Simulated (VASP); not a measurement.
Ca3Mg13O16: single point with PBEsol

The system is Ca3Mg13O16.

```
O Mg Ca
1.0
     8.67316    0.00000    0.00000
     0.00000    8.67316    0.00000
     0.00000    0.00000    8.67316
O Mg Ca
32 26 6
Cartesian
  2.1400 8.6630 0.1020
  2.1600 8.6455 4.2372
  2.0550 4.3382 0.1166
  2.1463 4.3553 4.2300
  6.5258 8.6526 8.5863
  6.5154 8.5640 4.4170
  6.6054 4.3603 8.6697
  6.5310 4.4390 4.3204
  0.0156 2.1367 8.5725
  0.1091 2.1544 4.4455
  0.0036 6.5221 8.6515
  0.0229 6.5078 4.3592
  4.3113 2.0561 8.6476
  4.2362 2.1367 4.3519
  4.3267 6.6036 8.6630
  4.3152 6.5221 4.3400
  0.0807 8.5641 2.1786
  8.5741 8.6455 6.4963
  8.6573 4.4390 2.1941
  8.5668 4.3553 6.4826
  4.2500 8.6525 2.1890
  4.4389 8.6630 6.4763
  4.3334 4.3604 2.2685
  4.4535 4.3381 6.3913
  2.2633 2.1888 2.1497
  2.2029 2.1658 6.5391
  2.1864 6.4831 2.1617
  2.1786 6.4988 6.5150
  6.3887 2.2785 2.0519
  6.4866 2.1887 6.5996
  6.4757 6.4145 2.1389
  6.4985 6.4831 6.5227
  8.6694 8.6399 8.6410
  0.0255 8.6100 4.3618
  8.6543 4.3743 8.6711
  8.6723 4.4017 4.3355
  4.3335 8.6634 8.6698
  4.3046 8.6399 4.3326
  4.3346 4.3743 4.3174
  2.1676 2.1319 0.0204
  2.1867 2.1646 4.3107
  2.1423 6.5287 0.0452
  2.1680 6.5015 4.2902
  6.5059 2.1641 8.6319
  6.5275 6.5034 8.6477
  6.5040 6.4884 4.3591
  2.1812 8.6335 2.1691
  2.1661 4.3662 2.1849
  6.5059 8.6336 6.5176
  6.5031 4.3816 2.1663
  6.5217 4.3662 6.5025
  8.6475 2.1647 6.5231
  0.0226 6.4884 2.1672
  8.6270 6.5015 6.5044
  4.2955 2.1641 2.1691
  4.3572 2.1320 6.5039
  4.3114 6.5034 2.1907
  4.3819 6.5287 6.4787
  4.3493 4.3342 0.0125
  6.4895 2.1845 4.3672
  2.1693 8.6669 6.5057
  2.1546 4.3335 6.4910
  6.4873 8.6394 2.1505
  0.0309 2.1844 2.1527
```

```
Program             : VASP 6.6.1
Task                : single point
Functional          : PBEsol
Potentials or basis : VASP PAW PBE potentials, release 64 (O, Mg, Ca_sv)
Cutoff              : 520 eV
k mesh              : 1 × 1 × 1, shifted
Occupations         : fermi-dirac, width 0.05 eV
Spin                : no spin polarisation
```

```
Pressure               : -0.1 GPa
Largest force          : 0.082 eV/Å
Band gap on the k mesh : 6.28 eV
```

Forces in eV/Å, atoms in the order of the input:
```
O   -0.004  0.000  0.044
O   -0.002  0.000 -0.042
O   -0.045 -0.002  0.044
O   -0.004  0.000 -0.042
O    0.002  0.000 -0.047
O    0.002 -0.041  0.045
O    0.044 -0.001  0.000
O    0.003  0.044 -0.004
O    0.003 -0.002 -0.048
O    0.043 -0.003  0.043
O    0.002  0.003 -0.001
O    0.005  0.001  0.005
O   -0.004 -0.043 -0.004
O   -0.048 -0.002  0.004
O   -0.001  0.041 -0.001
O   -0.001  0.004  0.002
O    0.045 -0.042  0.002
O   -0.043  0.000 -0.002
O   -0.003  0.044  0.003
O   -0.043  0.000 -0.003
O   -0.046  0.000  0.001
O    0.044  0.000 -0.003
O    0.000 -0.001  0.045
O    0.044 -0.002 -0.044
O    0.050  0.000  0.000
O    0.001  0.000  0.001
O   -0.001  0.000  0.001
O    0.001  0.000  0.000
O   -0.047  0.048 -0.047
O    0.000  0.001  0.050
O    0.000 -0.052  0.001
O    0.000  0.000  0.000
Mg   0.001 -0.005 -0.003
Mg   0.004 -0.006  0.003
Mg  -0.003  0.006  0.000
Mg   0.000  0.005  0.000
Mg  -0.001 -0.001 -0.001
Mg  -0.004 -0.005  0.001
Mg   0.000  0.006 -0.003
Mg   0.002 -0.001  0.003
Mg   0.001 -0.001 -0.004
Mg  -0.002  0.002  0.008
Mg   0.000  0.001 -0.007
Mg  -0.001 -0.001 -0.002
Mg   0.003  0.000 -0.006
Mg   0.000  0.000  0.007
Mg   0.002 -0.004  0.000
Mg   0.000  0.006  0.001
Mg   0.000 -0.004  0.002
Mg   0.000  0.002  0.000
Mg   0.001  0.006  0.000
Mg  -0.003 -0.001  0.001
Mg   0.007  0.000  0.000
Mg  -0.007  0.000  0.000
Mg  -0.002  0.000 -0.001
Mg   0.003 -0.002  0.001
Mg  -0.006  0.000  0.003
Mg   0.009  0.002 -0.002
Ca  -0.004 -0.004 -0.004
Ca   0.005 -0.004 -0.011
Ca   0.000  0.004  0.000
Ca   0.004 -0.003  0.004
Ca   0.004  0.013  0.004
Ca  -0.011 -0.004  0.005
```

Stress tensor (GPa, compression positive):
```
-0.43 -0.03 -0.10
-0.03  0.42 -0.03
-0.10 -0.03 -0.43
```

Levels at points of the mesh, in eV from the valence-band top:
| k point | band 150 | band 151 | band 152 | band 153 | band 154 | band 155 |
| --- | --- | --- | --- | --- | --- | --- |
| (0.50, 0.50, 0.50) | -0.04 | 0.00 | 0.00 | 6.28 | 6.56 | 6.63 |

Run time: 16 min on 1 thread of AMD EPYC 7R13, on a shared host, peak memory 0.72 GiB.

Caveat: the k points lie up to 0.72 Å⁻¹ apart; the PAW data sets were made with another functional, which shifts forces and pressure a little. Expect the measured gap to be larger: semilocal functionals such as PBEsol lack the derivative discontinuity.
